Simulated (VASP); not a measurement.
# V (Fd-3m) in VASP: notebook

The runs below take V through relaxation of cell and atoms, single point, with PBE.

Everything below comes from runs of VASP 6.6.1. Logs are shortened: lines on timing, memory, paths and dates and some standing lists are left out, and cuts for length are marked.

## Step 1: The cell of the first run

Symmetry: Fd-3m, No. 227, cubic system. The conventional cell has a = 4.329 Å, b = 4.329 Å, c = 4.329 Å, α = 90.00°, β = 90.00°, γ = 90.00°. V (site symmetry -43m) has 4 V at 1.87 Å within 2.5 Å.

This isn't the form of V at room conditions, which is bcc.

## Step 2: Relaxation of cell and atoms, PBE, target pressure 130 GPa, at which the enthalpy is minimised

File INCAR:

```
ALGO = Normal
EDIFF = 1E-6
EDIFFG = -0.005
ENCUT = 600
GGA = PE
IBRION = 2
ISIF = 3
ISMEAR = -1
LASPH = True
LCHARG = False
LREAL = False
LWAVE = False
NELM = 80
NSW = 32
PREC = Accurate
PSTRESS = 1300.0
SIGMA = 0.1
```

File KPOINTS:

```
k-points
0
Gamma
  15 15 15
```

File POSCAR:

```
V
1.0
    0.0000000000      2.1646847483      2.1646847483
    2.1646847483      0.0000000000      2.1646847483
    2.1646847483      2.1646847483      0.0000000000
V
2
Direct
   -0.1250000000     -0.1250000000     -0.1250000000
    0.1250000000      0.1250000000      0.1250000000
```

Potentials or basis: VASP PAW PBE potentials, release 64 (V_sv).

On the command line:

```console
cat potpaw_PBE.64/V_sv/POTCAR > POTCAR
mpirun -np 1 vasp_std > vasp.out
```

OUTCAR:

```text
EDIFF = 1E-6
   EDIFFG = -0.005
   ENCUT = 600
   GGA = PE
   IBRION = 2
   ISIF = 3
   ISMEAR = -1
   LASPH = True
   LREAL = False
   NELM = 80
   NSW = 32
   PREC = Accurate
   PSTRESS = 1300.0

 ion  position               nearest neighbor table
   1  0.875  0.875  0.875-   2 1.87   2 1.87   2 1.87   2 1.87
   2  0.125  0.125  0.125-   1 1.87   1 1.87   1 1.87   1 1.87

  LATTYP: Found a face centered cubic cell.
 ALAT       =     4.3293694966

  Lattice vectors:

 A1 = (   0.0000000000,   2.1646847483,   2.1646847483)
 A2 = (   2.1646847483,   0.0000000000,   2.1646847483)
 A3 = (   2.1646847483,   2.1646847483,   0.0000000000)

Analysis of symmetry for initial positions (statically):
=====================================================================
 Subroutine PRICEL returns:
 Original cell was already a primitive cell.

 Routine SETGRP: Setting up the symmetry group for a
 face centered cubic supercell.

 Subroutine GETGRP returns: Found 48 space group operations
 (whereof 12 operations were pure point group operations)
 out of a pool of 48 trial point group operations.

The static configuration has the point symmetry D_3d.
 The point group associated with its full space group is O_h .

Analysis of symmetry for dynamics (positions and initial velocities):
=====================================================================
 Subroutine PRICEL returns:
 Original cell was already a primitive cell.

 Routine SETGRP: Setting up the symmetry group for a
 face centered cubic supercell.

 Subroutine GETGRP returns: Found 48 space group operations
 (whereof 12 operations were pure point group operations)
 out of a pool of 48 trial point group operations.

The dynamic configuration has the point symmetry D_3d.
 The point group associated with its full space group is O_h .

 Subroutine INISYM returns: Found 48 space group operations
 (whereof 12 operations are pure point group operations),
 and found     1 'primitive' translations

----------------------------------------------------------------------------------------

                                     Primitive cell

  volume of cell :      20.2868

  direct lattice vectors                    reciprocal lattice vectors
     0.000000000  2.164684748  2.164684748    -0.230980516  0.230980516  0.230980516
     2.164684748  0.000000000  2.164684748     0.230980516 -0.230980516  0.230980516
     2.164684748  2.164684748  0.000000000     0.230980516  0.230980516 -0.230980516

  length of vectors
     3.061326529  3.061326529  3.061326529     0.400069989  0.400069989  0.400069989

  position of ions in fractional coordinates (direct lattice)
     0.875000000  0.875000000  0.875000000
     0.125000000  0.125000000  0.125000000

  ion indices of the primitive-cell ions
   primitive index   ion index
                 1           1
                 2           2

----------------------------------------------------------------------------------------

 KPOINTS: k-points

Automatic generation of k-mesh.
 Grid dimensions read from file:
 generate k-points for:   15   15   15

 Generating k-lattice:

  Cartesian coordinates                     Fractional coordinates (reciprocal lattice)
    -0.015398701  0.015398701  0.015398701     0.066666667  0.000000000  0.000000000
     0.015398701 -0.015398701  0.015398701     0.000000000  0.066666667  0.000000000
     0.015398701  0.015398701 -0.015398701     0.000000000  0.000000000  0.066666667

  Length of vectors
     0.026671333  0.026671333  0.026671333

  Shift w.r.t. Gamma in fractional coordinates (k-lattice)
     0.000000000  0.000000000  0.000000000

 Subroutine IBZKPT returns following result:
 ===========================================

 Found    120 irreducible k-points:

 Following reciprocal coordinates:
            Coordinates               Weight
  0.000000  0.000000  0.000000      1.000000
  0.066667  0.000000  0.000000      8.000000
  0.133333  0.000000  0.000000      8.000000
  0.200000  0.000000  0.000000      8.000000
  0.266667  0.000000  0.000000      8.000000
  0.333333  0.000000  0.000000      8.000000
[... 16 lines left out ...]
  0.133333  0.133333  0.000000      6.000000
  0.200000  0.133333  0.000000     24.000000
 [... further k-points ...]
   k-points           NKPTS =    120   k-points in BZ     NKDIM =    120   number of bands    NBANDS=     17
   number of dos      NEDOS =    301   number of ions     NIONS =      2
   total plane-waves  NPLWV =  13824
   dimension x,y,z NGX =    24 NGY =   24 NGZ =   24
   dimension x,y,z NGXF=    48 NGYF=   48 NGZF=   48
   ions per type =               2
   NGX,Y,Z   is equivalent  to a cutoff of  13.03, 13.03, 13.03 a.u.
   NGXF,Y,Z  is equivalent  to a cutoff of  26.07, 26.07, 26.07 a.u.
 SYSTEM =  unknown system
   PREC   = accura    normal or accurate (medium, high low for compatibility)
   ISTART =      0    job   : 0-new  1-cont  2-samecut
   ICHARG =      2    charge: 1-file 2-atom 10-const
   ISPIN  =      1    spin polarized calculation?
   LNONCOLLINEAR =      F non collinear calculations
   LSORBIT =      F    spin-orbit coupling
   LASPH  =      T    aspherical Exc in radial PAW
   ENCUT  =  600.0 eV  44.10 Ry    6.64 a.u.   6.11  6.11  6.11*2*pi/ulx,y,z
   NELM   =     80;   NELMIN=  2; NELMDL= -5     # of ELM steps
   EDIFF  = 0.1E-05   stopping-criterion for ELM
   LREAL  =      F    real-space projection
   EDIFFG = -.5E-02   stopping-criterion for IOM
   NSW    =     32    number of steps for IOM
   IBRION =      2    ionic relax: 0-MD 1-quasi-New 2-CG
   NFREE  =      1    steps in history (QN), initial steepest desc. (CG)
   ISIF   =      3    stress and relaxation
   ISYM   =      2    0-nonsym 1-usesym 2-fastsym
   POTIM  = 0.5000    time-step for ionic-motion
   TEBEG  =    0.0;   TEEND  =   0.0 temperature during run
   PSTRESS= 1300.0 pullay stress
   NELECT =      26.0000    total number of electrons
   NUPDOWN=      -1.0000    fix difference up-down
   EMIN   =  10.00;   EMAX   =-10.00  energy-range for DOS
   EFERMI =   0.00;   METHOD = LEGACY
   ISMEAR =    -1;   SIGMA  =   0.10  broadening in eV -4-tet -1-fermi 0-gaus
   EFERMI_NEDOS =   21; number of points for ismear=-14 and -15
   IALGO  =     38    algorithm
   IMIX   =      4    mixing-type and parameters
     AMIX     =   0.40;   BMIX     =  1.00
     AMIX_MAG =   1.60;   BMIX_MAG =  1.00
  volume/ion in A,a.u.               =      10.14        68.45
  Fermi-wavevector in a.u.,A,eV,Ry     =   1.778257  3.360419 43.024335  3.162199
  Thomas-Fermi vector in A             =   2.843487
   LORBIT       =      0    0 simple, 1 ext, 2 COOP (PROOUT), +10 PAW based schemes
   GGA     = PE    functional components
   LHFCALC =     F    Hartree Fock is set to
   AEXX    =    0.0000 exact exchange contribution
   IVDW    =     0    specifies the selected vdW correction
   LEPSILON=     F    determine dielectric tensor
   LRPA    =     F    only Hartree local field effects (RPA)
 conjugate gradient relaxation of ions
 non-spin polarized calculation
  energy-cutoff  :      600.00
  volume of cell :       20.29
 maximum number of plane-waves:       690
   NGX = 13   NGY = 13   NGZ = 13

--------------------------------------- Ionic step        1  -------------------------------------------

 number of electron      26.0000013 magnetization

 Free energy of the ion-electron system (eV)
  ---------------------------------------------------
  ext. energy  EPLUGINS =         0.00000000
  ---------------------------------------------------
  free energy    TOTEN  =        -8.67596017 eV

  energy without entropy =       -8.59958257  energy(sigma->0) =       -8.63777137

------------------------ aborting loop because EDIFF is reached ----------------------------------------

  FORCE on cell =-STRESS in cart. coord.  units (eV):
  Direction    XX          YY          ZZ          XY          YZ          ZX
  --------------------------------------------------------------------------------------
  -------------------------------------------------------------------------------------
  Total       19.4881935     19.4881935     19.4881935      0.0000000     -0.0000000      0.0000000
  in kB     1539.1048184   1539.1048184   1539.1048184      0.0000000     -0.0000000      0.0000000
  external PRESSURE =     239.1048184 kB  Pullay stress =    1300.0000000 kB
[... 93 lines left out ...]
  FREE ENERGIE OF THE ION-ELECTRON SYSTEM (eV)
  ---------------------------------------------------
  free  energy   TOTEN  =        -9.4584609904 eV

  energy  without entropy=       -9.3745465014  energy(sigma->0) =       -9.41650375

  enthalpy is  TOTEN    =         7.7260868108 eV   P V=       17.1845478013

[... ionic steps 4 to 17 ...]

--------------------------------------- Ionic step       18  -------------------------------------------

 number of electron      25.9999985 magnetization

------------------------ aborting loop because EDIFF is reached ----------------------------------------

  FORCE on cell =-STRESS in cart. coord.  units (eV):
  Direction    XX          YY          ZZ          XY          YZ          ZX
  --------------------------------------------------------------------------------------
  -------------------------------------------------------------------------------------
  Total       17.1458795     17.1458795     17.1458795      0.0000000      0.0000000      0.0000000
  in kB     1302.1545872   1302.1545872   1302.1545872      0.0000000      0.0000000      0.0000000
  external PRESSURE =       2.1545872 kB  Pullay stress =    1300.0000000 kB
[... 61 lines left out ...]
  enthalpy is  TOTEN    =         7.7256276276 eV   P V=       17.1189839538

--------------------------------------- Ionic step       20  -------------------------------------------

 number of electron      25.9999985 magnetization

 Free energy of the ion-electron system (eV)
  ---------------------------------------------------
  ext. energy  EPLUGINS =         0.00000000
  ---------------------------------------------------
  free energy    TOTEN  =        -9.39630827 eV

  energy without entropy =       -9.31300882  energy(sigma->0) =       -9.35465854

 E-fermi :  13.6281     XC(G=0): -13.8421

 val. band max:       13.6264765894   @ k =  -0.3333   0.4000   0.0667
 cond. band min:      13.6672003961   @ k =  -0.2667   0.2667   0.0667
 fundamental gap:      0.0407238067
 Fermi energy:        13.6280947746

 k-point     1 :       0.0000    0.0000    0.0000
  band No.  band energies     occupation
      1     -51.6123      2.00000
      2     -48.2801      2.00000
      3     -25.5610      2.00000
      4     -25.5610      2.00000
      5     -25.5610      2.00000
      6     -22.6446      2.00000
[... 9 lines left out ...]
     16      16.0404      0.00000
     17      16.0404      0.00000
[... 443 lines left out ...]
      1     -51.3951      2.00000
      2     -48.5483      2.00000
      3     -25.8417      2.00000
      4     -25.8376      2.00000
      5     -25.3523      2.00000
      6     -22.8243      2.00000
[... 9 lines left out ...]
     16      16.0459      0.00000
     17      16.1941      0.00000

 [... further k-points ...]

------------------------ aborting loop because EDIFF is reached ----------------------------------------

  FORCE on cell =-STRESS in cart. coord.  units (eV):
  Direction    XX          YY          ZZ          XY          YZ          ZX
  --------------------------------------------------------------------------------------
  -------------------------------------------------------------------------------------
  Total       17.1265602     17.1265602     17.1265602      0.0000000      0.0000000      0.0000000
  in kB     1300.3512884   1300.3512884   1300.3512884      0.0000000      0.0000000      0.0000000
  external PRESSURE =       0.3512884 kB  Pullay stress =    1300.0000000 kB
[... 17 lines left out ...]
  FREE ENERGIE OF THE ION-ELECTRON SYSTEM (eV)
  ---------------------------------------------------
  free  energy   TOTEN  =        -9.3963082689 eV

  energy  without entropy=       -9.3130088202  energy(sigma->0) =       -9.35465854

  enthalpy is  TOTEN    =         7.7256251789 eV   P V=       17.1219334477

 reached required accuracy - stopping structural energy minimisation
```

Run time: 2.8 min. Hardware: 1 thread of Intel Xeon Platinum 8259CL at 2.50GHz (Skylake/Cascade Lake), shared host; peak memory 0.17 GiB.

Results:

```yaml
Free_energy: -9.3963 eV
Relaxed_volume: 10.55 Å³/atom
Relaxed_cell: a = 3.102 Å, b = 3.102 Å, c = 3.102 Å, α = 60.00°, β = 60.00°, γ = 60.00°
Space_group_after_relaxing_to_0.1_Å: Fd-3m (No. 227)
Energy_change_on_relaxing_the_run_minimises_the_enthalpy: -360.2 meV/atom
Ionic_steps: 20
Pressure_after_relaxing: 130.0 GPa
Band_gap_on_the_k_mesh: zero (bands 13 and 14 overlap by 2.76 eV)
```

The path:
| step | energy change (eV) | largest force (eV/Å) | pressure (GPa) | volume (Å³) |
| --- | --- | --- | --- | --- |
| 1 | 0.0000 | 0.0000 | 153.91 | 20.29 |
| 2 | -2.9441 | 0.0000 | 59.62 | 25.06 |
| 3 | -0.7825 | 0.0000 | 128.13 | 21.18 |
| 4 | -0.7276 | 0.0000 | 129.82 | 21.11 |
| 5 | -0.7141 | 0.0000 | 130.13 | 21.09 |
| 6 | -0.7142 | 0.0000 | 130.24 | 21.09 |
| 7 | -0.7144 | 0.0000 | 130.25 | 21.09 |
| 8 | -0.7144 | 0.0000 | 130.24 | 21.09 |
| 9 | -0.7144 | 0.0000 | 130.24 | 21.09 |
| 10 | -0.7144 | 0.0000 | 130.24 | 21.09 |
| 11 | -0.7145 | 0.0000 | 130.24 | 21.09 |
| 12 | -0.7145 | 0.0000 | 130.24 | 21.09 |
| 13 | -0.7145 | 0.0000 | 130.24 | 21.09 |
| 14 | -0.7145 | 0.0000 | 130.24 | 21.09 |
| 15 | -0.7146 | 0.0000 | 130.24 | 21.09 |
| 16 | -0.7148 | 0.0000 | 130.24 | 21.10 |
| 17 | -0.7152 | 0.0000 | 130.23 | 21.10 |
| 18 | -0.7159 | 0.0000 | 130.22 | 21.10 |
| 19 | -0.7174 | 0.0000 | 130.14 | 21.10 |
| 20 | -0.7203 | 0.0000 | 130.04 | 21.10 |

Final structure:
```yaml
crystal:
  lattice:
    - [0.00000, 2.19329, 2.19329]
    - [2.19329, 0.00000, 2.19329]
    - [2.19329, 2.19329, 0.00000]
  atoms:
    - { symbol: V, position: [0.87500, 0.87500, 0.87500] }
    - { symbol: V, position: [0.12500, 0.12500, 0.12500] }
```

Caveat: the cell is relaxed towards a set pressure, so the run minimises the enthalpy, not the energy; atoms lie so close that the PAW spheres overlap strongly, which falsifies energies and pressures.

[end of part 1 of 2]
